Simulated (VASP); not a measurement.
# Ge (Fd-3m) in VASP: further runs

Ge is run at these levels: PBE; tasks: relaxation of cell and atoms.

Everything below comes from runs of VASP 6.6.1. Logs are shortened: lines on timing, memory, paths and dates and some standing lists are left out, and cuts for length are marked.

### Step 1. The cell of the first run

Symmetry: Fd-3m, No. 227, cubic system. Conventional cell: a = 5.658 Å, b = 5.658 Å, c = 5.658 Å, α = 90.00°, β = 90.00°, γ = 90.00°. Within 3.2 Å of Ge (site symmetry -43m) lie 4 Ge at 2.45 Å.

### Step 2. Relaxation of cell and atoms, PBE

File INCAR:

```
PREC = Accurate
ENCUT = 600
EDIFF = 1E-6
ISMEAR = -1
SIGMA = 0.1
LREAL = F
LASPH = T
NELM = 80
ALGO = Normal
ISIF = 3
LWAVE = F
LCHARG = F
GGA = PE
IBRION = 2
NSW = 80
EDIFFG = -0.02
```

File KPOINTS:

```
Automatic mesh
0
Gamma
  6 6 6
```

File POSCAR:

```
Ge
1.0
    4.0006830000      0.0000000000      0.0000000000
    2.0003415000      3.4646931105      0.0000000000
    2.0003415000      1.1548977035      3.2665439909
Ge
2
Direct
    0.0000000000      0.0000000000      0.0000000000
    0.2500000000      0.2500000000      0.2500000000
```

Potentials or basis: VASP PAW PBE potentials, release 64 (Ge_d).

The run is started by

```sh
> cat potpaw_PBE.64/Ge_d/POTCAR > POTCAR
> mpirun -np 1 vasp_std > vasp.out
```

OUTCAR:

```text
PREC = Accurate
   ENCUT = 600
   EDIFF = 1E-6
   ISMEAR = -1
   LREAL = F
   LASPH = T
   NELM = 80
   ISIF = 3
   GGA = PE
   IBRION = 2
   NSW = 80
   EDIFFG = -0.02

 ion  position               nearest neighbor table
   1  0.000  0.000  0.000-   2 2.45   2 2.45   2 2.45   2 2.45
   2  0.250  0.250  0.250-   1 2.45   1 2.45   1 2.45   1 2.45

  LATTYP: Found a face centered cubic cell.
 ALAT       =     5.6578201574

  Lattice vectors:

 A1 = (   4.0006830000,   0.0000000000,   0.0000000000)
 A2 = (   2.0003415000,   3.4646931105,   0.0000000000)
 A3 = (   2.0003415000,   1.1548977035,   3.2665439909)

Analysis of symmetry for initial positions (statically):
=====================================================================
 Subroutine PRICEL returns:
 Original cell was already a primitive cell.

 Routine SETGRP: Setting up the symmetry group for a
 face centered cubic supercell.

 Subroutine GETGRP returns: Found 48 space group operations
 (whereof 24 operations were pure point group operations)
 out of a pool of 48 trial point group operations.

The static configuration has the point symmetry T_d .
 The point group associated with its full space group is O_h .

Analysis of symmetry for dynamics (positions and initial velocities):
=====================================================================
 Subroutine PRICEL returns:
 Original cell was already a primitive cell.

 Routine SETGRP: Setting up the symmetry group for a
 face centered cubic supercell.

 Subroutine GETGRP returns: Found 48 space group operations
 (whereof 24 operations were pure point group operations)
 out of a pool of 48 trial point group operations.

The dynamic configuration has the point symmetry T_d .
 The point group associated with its full space group is O_h .

 Subroutine INISYM returns: Found 48 space group operations
 (whereof 24 operations are pure point group operations),
 and found     1 'primitive' translations

----------------------------------------------------------------------------------------

                                     Primitive cell

  volume of cell :      45.2780

  direct lattice vectors                    reciprocal lattice vectors
     4.000683000  0.000000000  0.000000000     0.249957320 -0.144312926 -0.102044648
     2.000341500  3.464693110  0.000000000     0.000000000  0.288625852 -0.102044648
     2.000341500  1.154897704  3.266543991     0.000000000  0.000000000  0.306133945

  length of vectors
     4.000683000  4.000683000  4.000683000     0.306133945  0.306133945  0.306133945

  position of ions in fractional coordinates (direct lattice)
     0.000000000  0.000000000  0.000000000
     0.250000000  0.250000000  0.250000000

  ion indices of the primitive-cell ions
   primitive index   ion index
                 1           1
                 2           2

----------------------------------------------------------------------------------------

 KPOINTS: Automatic mesh

Automatic generation of k-mesh.
 Grid dimensions read from file:
 generate k-points for:    6    6    6

 Generating k-lattice:

  Cartesian coordinates                     Fractional coordinates (reciprocal lattice)
     0.041659553 -0.024052154 -0.017007441     0.166666667  0.000000000  0.000000000
     0.000000000  0.048104309 -0.017007441     0.000000000  0.166666667  0.000000000
     0.000000000  0.000000000  0.051022324     0.000000000  0.000000000  0.166666667

  Length of vectors
     0.051022324  0.051022324  0.051022324

  Shift w.r.t. Gamma in fractional coordinates (k-lattice)
     0.000000000  0.000000000  0.000000000

 Subroutine IBZKPT returns following result:
 ===========================================

 Found     16 irreducible k-points:

 Following reciprocal coordinates:
            Coordinates               Weight
  0.000000  0.000000  0.000000      1.000000
  0.166667  0.000000  0.000000      8.000000
  0.333333  0.000000  0.000000      8.000000
  0.500000  0.000000  0.000000      4.000000
  0.166667  0.166667  0.000000      6.000000
  0.333333  0.166667  0.000000     24.000000
[... 8 lines left out ...]
 -0.333333  0.333333  0.166667     24.000000
 -0.333333  0.500000  0.166667     12.000000
   k-points           NKPTS =     16   k-points in BZ     NKDIM =     16   number of bands    NBANDS=     18
   number of dos      NEDOS =    301   number of ions     NIONS =      2
   total plane-waves  NPLWV =  32768
   dimension x,y,z NGX =    32 NGY =   32 NGZ =   32
   dimension x,y,z NGXF=    64 NGYF=   64 NGZF=   64
   ions per type =               2
   NGX,Y,Z   is equivalent  to a cutoff of  13.30, 13.30, 13.30 a.u.
   NGXF,Y,Z  is equivalent  to a cutoff of  26.59, 26.59, 26.59 a.u.
 SYSTEM =  unknown system
   PREC   = accura    normal or accurate (medium, high low for compatibility)
   ISTART =      0    job   : 0-new  1-cont  2-samecut
   ICHARG =      2    charge: 1-file 2-atom 10-const
   ISPIN  =      1    spin polarized calculation?
   LNONCOLLINEAR =      F non collinear calculations
   LSORBIT =      F    spin-orbit coupling
   LASPH  =      T    aspherical Exc in radial PAW
   ENCUT  =  600.0 eV  44.10 Ry    6.64 a.u.   7.99  7.99  7.99*2*pi/ulx,y,z
   NELM   =     80;   NELMIN=  2; NELMDL= -5     # of ELM steps
   EDIFF  = 0.1E-05   stopping-criterion for ELM
   LREAL  =      F    real-space projection
   EDIFFG = -.2E-01   stopping-criterion for IOM
   NSW    =     80    number of steps for IOM
   IBRION =      2    ionic relax: 0-MD 1-quasi-New 2-CG
   NFREE  =      1    steps in history (QN), initial steepest desc. (CG)
   ISIF   =      3    stress and relaxation
   ISYM   =      2    0-nonsym 1-usesym 2-fastsym
   POTIM  = 0.5000    time-step for ionic-motion
   TEBEG  =    0.0;   TEEND  =   0.0 temperature during run
   PSTRESS=    0.0 pullay stress
   NELECT =      28.0000    total number of electrons
   NUPDOWN=      -1.0000    fix difference up-down
   EMIN   =  10.00;   EMAX   =-10.00  energy-range for DOS
   EFERMI =   0.00;   METHOD = LEGACY
   ISMEAR =    -1;   SIGMA  =   0.10  broadening in eV -4-tet -1-fermi 0-gaus
   EFERMI_NEDOS =   21; number of points for ismear=-14 and -15
   IALGO  =     38    algorithm
   IMIX   =      4    mixing-type and parameters
     AMIX     =   0.40;   BMIX     =  1.00
     AMIX_MAG =   1.60;   BMIX_MAG =  1.00
  volume/ion in A,a.u.               =      22.64       152.78
  Fermi-wavevector in a.u.,A,eV,Ry     =   1.394756  2.635707 26.468032  1.945345
  Thomas-Fermi vector in A             =   2.518275
   LORBIT       =      0    0 simple, 1 ext, 2 COOP (PROOUT), +10 PAW based schemes
   GGA     = PE    functional components
   LHFCALC =     F    Hartree Fock is set to
   AEXX    =    0.0000 exact exchange contribution
   IVDW    =     0    specifies the selected vdW correction
   LEPSILON=     F    determine dielectric tensor
   LRPA    =     F    only Hartree local field effects (RPA)
 conjugate gradient relaxation of ions
 non-spin polarized calculation
  energy-cutoff  :      600.00
  volume of cell :       45.28
 maximum number of plane-waves:      1527
   NGX = 15   NGY = 15   NGZ = 15

--------------------------------------- Ionic step        1  -------------------------------------------

 number of electron      28.0000013 magnetization

 Free energy of the ion-electron system (eV)
  ---------------------------------------------------
  ext. energy  EPLUGINS =         0.00000000
  ---------------------------------------------------
  free energy    TOTEN  =        -8.96799092 eV

  energy without entropy =       -8.96239764  energy(sigma->0) =       -8.96519428

 E-fermi :   5.0283     XC(G=0):  -9.9187

 val. band max:        5.0001443464   @ k =   0.0000   0.0000   0.0000
 cond. band min:       5.0356172683   @ k =   0.0000   0.0000   0.0000
 fundamental gap:      0.0354729219
 Fermi energy:         5.0282670649

 k-point     1 :       0.0000    0.0000    0.0000
  band No.  band energies     occupation
      1     -19.8120      2.00000
      2     -19.8119      2.00000
      3     -19.8119      2.00000
      4     -19.7759      2.00000
      5     -19.7759      2.00000
      6     -19.5653      2.00000
[... 10 lines left out ...]
     17       7.5517      0.00000
     18       7.5517      0.00000

 k-point     2 :       0.1667    0.0000    0.0000
  band No.  band energies     occupation
      1     -19.8239      2.00000
      2     -19.8239      2.00000
      3     -19.8077      2.00000
      4     -19.7585      2.00000
      5     -19.7585      2.00000
      6     -19.5822      2.00000
[... 10 lines left out ...]
     17       8.2440      0.00000
     18       9.1627      0.00000

 k-point     3 :       0.3333    0.0000    0.0000
  band No.  band energies     occupation
      1     -19.8340      2.00000
      2     -19.8340      2.00000
      3     -19.7989      2.00000
      4     -19.7394      2.00000
      5     -19.7394      2.00000
      6     -19.5964      2.00000
[... 396 lines left out ...]
  FORCE on cell =-STRESS in cart. coord.  units (eV):
  Direction    XX          YY          ZZ          XY          YZ          ZX
  --------------------------------------------------------------------------------------
  -------------------------------------------------------------------------------------
  Total        0.0650875      0.0650875      0.0650875     -0.0000000      0.0000000     -0.0000000
  in kB        2.1838821      2.1838821      2.1838821     -0.0000000      0.0000000     -0.0000000
  external PRESSURE =       2.1838821 kB  Pullay stress =       0.0000000 kB

 VOLUME and BASIS-vectors are now :
 -----------------------------------------------------------------------------
  energy-cutoff  :      600.00
  volume of cell :       47.75
      direct lattice vectors                 reciprocal lattice vectors
     4.072219950 -0.000000000  0.000000000     0.245566303 -0.141777771 -0.100252024
     2.036109975  3.526645927  0.000000000     0.000000000  0.283555543 -0.100252024
     2.036109975  1.175548642  3.324953666    -0.000000000  0.000000000  0.300756071

 POSITION                                       TOTAL-FORCE (eV/Angst)
 -----------------------------------------------------------------------------------
      0.00000      0.00000      0.00000         0.000000      0.000000      0.000000
      2.03611      1.17555      0.83124        -0.000000     -0.000000     -0.000000
 -----------------------------------------------------------------------------------
    total drift:                                0.000000     -0.000000     -0.000000

  FREE ENERGIE OF THE ION-ELECTRON SYSTEM (eV)
  ---------------------------------------------------
  free  energy   TOTEN  =        -8.9970855138 eV

  energy  without entropy=       -8.9904148601  energy(sigma->0) =       -8.99375019

--------------------------------------- Ionic step        5  -------------------------------------------

 number of electron      28.0000014 magnetization

 Free energy of the ion-electron system (eV)
  ---------------------------------------------------
  ext. energy  EPLUGINS =         0.00000000
  ---------------------------------------------------
  free energy    TOTEN  =        -8.99717345 eV

  energy without entropy =       -8.99044303  energy(sigma->0) =       -8.99380824

 E-fermi :   4.4020     XC(G=0):  -9.6611

 val. band max:        4.0242993055   @ k =   0.0000   0.0000   0.0000
 cond. band min:       4.4802804076   @ k =   0.0000   0.0000   0.0000
 fundamental gap:      0.4559811022
 Fermi energy:         4.4019750158

 k-point     1 :       0.0000    0.0000    0.0000
  band No.  band energies     occupation
      1     -20.2597      2.00000
      2     -20.2597      2.00000
      3     -20.2597      2.00000
      4     -20.2277      2.00000
      5     -20.2277      2.00000
      6     -20.0449      2.00000
[... 10 lines left out ...]
     17       7.0063      0.00000
     18       7.0063      0.00000

 k-point     2 :       0.1667    0.0000    0.0000
  band No.  band energies     occupation
      1     -20.2699      2.00000
      2     -20.2699      2.00000
      3     -20.2559      2.00000
      4     -20.2129      2.00000
      5     -20.2129      2.00000
      6     -20.0608      2.00000
[... 10 lines left out ...]
     17       7.6585      0.00000
     18       8.4166      0.00000

 k-point     3 :       0.3333    0.0000    0.0000
  band No.  band energies     occupation
      1     -20.2789      2.00000
      2     -20.2789      2.00000
      3     -20.2481      2.00000
      4     -20.1963      2.00000
      5     -20.1963      2.00000
      6     -20.0737      2.00000
[... 288 lines left out ...]
  FORCE on cell =-STRESS in cart. coord.  units (eV):
  Direction    XX          YY          ZZ          XY          YZ          ZX
  --------------------------------------------------------------------------------------
  -------------------------------------------------------------------------------------
  Total        0.0055359      0.0055359      0.0055359      0.0000000      0.0000000     -0.0000000
  in kB        0.1854313      0.1854313      0.1854313      0.0000000      0.0000000     -0.0000000
  external PRESSURE =       0.1854313 kB  Pullay stress =       0.0000000 kB

 VOLUME and BASIS-vectors are now :
 -----------------------------------------------------------------------------
  energy-cutoff  :      600.00
  volume of cell :       47.83
      direct lattice vectors                 reciprocal lattice vectors
     4.074534829 -0.000000000  0.000000000     0.245426789 -0.141697223 -0.100195067
     2.037267414  3.528650670  0.000000000     0.000000000  0.283394445 -0.100195067
     2.037267414  1.176216890  3.326843757    -0.000000000  0.000000000  0.300585201

 POSITION                                       TOTAL-FORCE (eV/Angst)
 -----------------------------------------------------------------------------------
      0.00000      0.00000      0.00000         0.000000      0.000000     -0.000000
      2.03727      1.17622      0.83171        -0.000000     -0.000000      0.000000
 -----------------------------------------------------------------------------------
    total drift:                                0.000000     -0.000000     -0.000000

  FREE ENERGIE OF THE ION-ELECTRON SYSTEM (eV)
  ---------------------------------------------------
  free  energy   TOTEN  =        -8.9971734469 eV

  energy  without entropy=       -8.9904430345  energy(sigma->0) =       -8.99380824

 reached required accuracy - stopping structural energy minimisation
```

It took 96 s on 1 thread of AMD EPYC, shared host; peak memory 0.15 GiB.

What came out:

| Property | Result |
| --- | --- |
| Free energy | -8.9972 eV |
| Relaxed volume | 23.92 Å³/atom |
| Relaxed cell | a = 4.075 Å, b = 4.075 Å, c = 4.075 Å, α = 60.00°, β = 60.00°, γ = 60.00° |
| Space group after relaxing (to 0.05 Å) | Fd-3m (No. 227) |
| Energy gained by relaxing | 14.6 meV/atom |
| Ionic steps | 5 |
| Pressure after relaxing | 0.0 GPa |
| Band gap on the k mesh | zero (filled and empty bands touch) |

Step by step:
```tsv
step	energy change (eV)	largest force (eV/Å)	pressure (GPa)	volume (Å³)
1	0.0000	0.0000	3.64	45.28
2	-0.0269	0.0000	-1.05	48.73
3	-0.0292	0.0000	-0.23	47.92
4	-0.0291	0.0000	0.22	47.75
5	-0.0292	0.0000	0.02	47.83
```

Final structure:
```yaml
crystal:
  lattice:
    - [4.07453, 0.00000, 0.00000]
    - [2.03727, 3.52865, 0.00000]
    - [2.03727, 1.17622, 3.32684]
  atoms:
    - { symbol: Ge, position: [0.00000, 0.00000, 0.00000] }
    - { symbol: Ge, position: [0.25000, 0.25000, 0.25000] }
```

Levels at points of the mesh, in eV from the Fermi level:
```tsv
k point	band 12	band 13	band 14	band 15	band 16	band 17
(0.00, 0.00, 0.00)	-0.38	0.08	0.08	0.08	2.60	2.60
(0.50, 0.00, 0.00)	-7.28	-1.24	-1.24	0.10	3.79	3.79
(0.50, 0.50, 0.00)	-8.61	-2.81	-2.81	0.90	0.90	9.14
```

PBE usually gives volumes a little too large and moduli too small. Zero-point motion and thermal expansion aren't in these numbers.

### Step 3. Relaxation of cell and atoms, PBE, target pressure 2 GPa, at which the enthalpy is minimised

File INCAR:

```
PREC = Accurate
ENCUT = 600
EDIFF = 1E-7
ISMEAR = -1
SIGMA = 0.1
LREAL = False
LASPH = True
NELM = 60
ALGO = Normal
ISIF = 3
LWAVE = False
LCHARG = False
GGA = PE
IBRION = 2
NSW = 80
EDIFFG = -0.02
PSTRESS = 20.0
```

KPOINTS is that of step 2.

POSCAR is that of step 2.

Potentials or basis: VASP PAW PBE potentials, release 64 (Ge_d).

The run is started by

```sh
> cat potpaw_PBE.64/Ge_d/POTCAR > POTCAR
> mpirun -np 1 vasp_std > vasp.out
```

It took 75 s on 1 thread of AMD EPYC, shared host; peak memory 0.15 GiB.

The run converged. Its results:

```yaml
Free_energy: -8.9881 eV
Relaxed_volume: 23.21 Å³/atom
Relaxed_cell: a = 4.034 Å, b = 4.034 Å, c = 4.034 Å, α = 60.00°, β = 60.00°, γ = 60.00°
Space_group_after_relaxing_to_0.05_Å: Fd-3m (No. 227)
Energy_change_on_relaxing_the_enthalpy_is_what_falls: -10.0 meV/atom
Ionic_steps: 3
Pressure_after_relaxing: 2.0 GPa
Band_gap_on_the_k_mesh: zero (filled and empty bands touch)
```

The path:
| step | energy change (eV) | largest force (eV/Å) | pressure (GPa) | volume (Å³) |
| --- | --- | --- | --- | --- |
| 1 | 0.0000 | 0.0000 | 3.64 | 45.28 |
| 2 | -0.0243 | 0.0000 | 1.45 | 46.81 |
| 3 | -0.0201 | 0.0000 | 1.99 | 46.42 |

Final structure:
```cif
data_structure
_symmetry_space_group_name_H-M 'P 1'
_symmetry_Int_Tables_number 1
_cell_length_a 4.0340
_cell_length_b 4.0340
_cell_length_c 4.0340
_cell_angle_alpha 60.000
_cell_angle_beta 60.000
_cell_angle_gamma 60.000
_cell_volume 46.42
loop_
_atom_site_label
_atom_site_type_symbol
_atom_site_fract_x
_atom_site_fract_y
_atom_site_fract_z
_atom_site_occupancy
Ge1 Ge 0.00000 0.00000 0.00000 1
Ge2 Ge 0.25000 0.25000 0.25000 1
```

Levels at points of the mesh, in eV from the Fermi level:
| k point | band 11 | band 12 | band 13 | band 14 | band 15 | band 16 | band 17 | band 18 |
| --- | --- | --- | --- | --- | --- | --- | --- | --- |
| (0.00, 0.00, 0.00) | -12.56 | -0.16 | 0.03 | 0.03 | 0.03 | 2.57 | 2.57 | 2.57 |
| (0.50, 0.00, 0.00) | -10.53 | -7.46 | -1.34 | -1.34 | 0.14 | 3.76 | 3.76 | 7.15 |
| (0.50, 0.50, 0.00) | -8.77 | -8.77 | -2.96 | -2.96 | 0.81 | 0.81 | 9.34 | 9.34 |

Caveat: the cell is relaxed towards a set pressure, so the enthalpy falls and the energy may rise.

[end of part 1 of 3]
